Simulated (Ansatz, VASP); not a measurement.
One calculation of KF, two programs

INCAR

```
SYSTEM = KF
  PREC = Accurate
  ENCUT = 520
  EDIFF = 1E-6
  ISMEAR = 0
  SIGMA = 0.05
  LREAL = .FALSE.
  LASPH = .TRUE.
  NELM = 100
  ALGO = Normal
  ISIF = 2
  LWAVE = .FALSE.
  LCHARG = .TRUE.
  GGA = PE
  LELF = .TRUE.
  LVHAR = .TRUE.
  NBANDS = 15
```

KPOINTS

```
regular mesh
0
G
  8 8 8
  0 0 0
```

The input POSCAR:

```
KF
1.0
    0.0000000000      2.6267137500      2.6735000000
    2.7202862500      0.0000000000      2.6735000000
    2.7202862500      2.6267137500      0.0000000000
K F
1 1
Direct
    0.0000000000      0.0000000000      0.0000000000
    0.5000000000      0.5000000000      0.5000000000
```

Input for Ansatz:

```yaml
crystal:
  lattice:
    - [0.0, 2.62671375, 2.6735]
    - [2.72028625, 0.0, 2.6735]
    - [2.72028625, 2.62671375, 0.0]
  atoms:
    - { symbol: K, position: [0.0, 0.0, 0.0] }
    - { symbol: F, position: [0.5, 0.5, 0.5] }
basis:
  ecutwfc: 420
kpoints:
  mp_grid: { grid: [8, 8, 8] }
hamiltonian:
  xc: pbe
scf:
  occupations: { method: gaussian, width: 0.05 }
output:
  forces: true
  stress: true
  eigenvalues: true
```

Change from the starting cell: strain +0.0175 x Voigt [1, -1, 0, 0, 0, 0], atoms carried along.

Alike in both runs: task single point; functional PBE; k mesh 8 × 8 × 8; occupations gaussian, width 0.05 eV; no spin polarisation.

|  | VASP | Ansatz |
| --- | --- | --- |
| version | VASP 6.6.1 | Ansatz 0.2.0 |
| potentials or method | VASP PAW PBE potentials, release 64 (K_sv, F), cutoff 520 eV | scalar-relativistic, plane waves, PAW |
| valence electrons in the cell | 16 | 16 |

VASP gave:

| Item | Value |
| --- | --- |
| gap on the k mesh at the Fermi level (eV) | 6.13 |
| least direct gap on the mesh (eV) | 6.13 |
| pressure (GPa) | 1.4 |
| traceless stress, the component that is largest in VASP (GPa) | 1.08 |

Problem. Which values does Ansatz return?

Solution. gap on the k mesh at the Fermi level (eV): 6.14; least direct gap on the mesh (eV): 6.14; pressure (GPa): 1.4; traceless stress, the component that is largest in VASP (GPa): 1.03.

With one functional, cell and mesh, what is left measures potentials, basis and numerics.
